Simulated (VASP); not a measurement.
A run of VASP 6.6.1:

Contents of INCAR:

```
PREC = Accurate
ENCUT = 520
EDIFF = 1E-6
ISMEAR = 0
SIGMA = 0.05
LREAL = F
LASPH = T
NELM = 100
ALGO = Normal
ISIF = 2
LWAVE = F
LCHARG = F
GGA = PE
NBANDS = 16
```

File KPOINTS:

```
regular mesh
0
Gamma
  10 10 10
```

POSCAR

```
GaN
1.0
    0.0000000000      2.2742384873      2.2742384873
    2.2742384873      0.0000000000      2.2742384873
    2.2742384873      2.2742384873      0.0000000000
Ga N
1 1
Direct
    0.0000000000      0.0000000000      0.0000000000
    0.7309601014      0.7563466329      0.7563466329
```

Potentials or basis: VASP PAW PBE potentials, release 64 (Ga_d, N).

Run with:

```console
$ cat potpaw_PBE.64/Ga_d/POTCAR potpaw_PBE.64/N/POTCAR > POTCAR
$ mpirun -np 1 vasp_std > vasp.out
```

Hardware: 1 thread of AMD EPYC 9R45 96-Core Processor (Zen 5) (shared host).

**Question.** Estimate the wall time of this run.

**Answer.** Run time: 21 s on 1 thread of AMD EPYC 9R45 96-Core Processor (Zen 5), on a shared host, peak memory 0.14 GiB. Counts: scf iterations 13, k points 116.
